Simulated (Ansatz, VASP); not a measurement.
# One calculation of CsPbCl3, two programs

File INCAR:

```
PREC = Accurate ; ENCUT = 520
EDIFF = 1E-6 ; ISMEAR = -1
SIGMA = 0.02 ; LREAL = F
LASPH = T ; NELM = 60
ALGO = Normal ; ISIF = 2
LWAVE = F ; LCHARG = F
GGA = PE ; NBANDS = 30
```

File KPOINTS:

```
Automatic mesh
0
Gamma
  4 4 4
```

The input POSCAR:

```
CsPbCl3
1.0
    4.0141224383      2.3175546703      3.3644948656
   -4.0141224383      2.3175546703      3.3644948656
    0.0000000000     -4.6351093407      3.3644948656
Cs Pb Cl
1 1 3
Direct
    0.5000000000      0.5000000000      0.5000000000
    0.0000000000      0.0000000000      0.0000000000
    0.5000000000      0.0000513870      0.9999486130
    0.0000513870      0.9999486130      0.5000000000
    0.9999486130      0.5000000000      0.0000513870
```

Input for Ansatz:

```yaml
crystal:
  lattice:
    - [4.0141224383, 2.3175546703, 3.3644948656]
    - [-4.0141224383, 2.3175546703, 3.3644948656]
    - [0.0, -4.6351093407, 3.3644948656]
  atoms:
    - { symbol: Cs, position: [0.5, 0.5, 0.5] }
    - { symbol: Pb, position: [0.0, 0.0, 0.0] }
    - { symbol: Cl, position: [0.5, 5.1387e-05, 0.999948613] }
    - { symbol: Cl, position: [5.1387e-05, 0.999948613, 0.5] }
    - { symbol: Cl, position: [0.999948613, 0.5, 5.1387e-05] }
kpoints:
  mp_grid: { grid: [4, 4, 4] }
  band_path:
    path:
      - [0.0, 0.0, 0.0]
      - [2.02445e-05, 0.0, -0.4999999996]
      - [4.04881e-05, -0.5, -0.4999797559]
      - [0.5000404873, -0.5, -0.4999797559]
    npoints: 1
hamiltonian:
  xc: pbe
scf:
  occupations: { method: fermi_dirac, width: 0.02 }
  n_extra_bands: 5
output:
  forces: true
  stress: true
  eigenvalues: true
```

Change from the starting cell: uniaxial_z strain +2.7%.

Alike in both runs: task single point; functional PBE; k mesh 4 × 4 × 4; occupations fermi-dirac, width 0.02 eV; no spin polarisation.

|  | VASP | Ansatz |
| --- | --- | --- |
| version | VASP 6.6.1 | Ansatz 0.2.0 |
| potentials or method | VASP PAW PBE potentials, release 64 (Cs_sv, Pb_d, Cl) | plane waves, PAW |
| plane-wave cutoff (eV) | 520 | 420 |
| valence electrons in the cell | 44 | 44 |

|  | VASP | Ansatz | Ansatz less VASP |
| --- | --- | --- | --- |
| gap on the k mesh at the Fermi level (eV) | 2.17 | 2.16 | -0.008 |
| pressure (GPa) | 0.1 | 0.2 | +0.05 |
| traceless stress, the component that is largest in VASP (GPa) | -0.18 | -0.18 | +0.001 |

The functional is the same, so the differences come from potentials, cutoffs and numerics.

Neither program's run includes spin-orbit coupling.
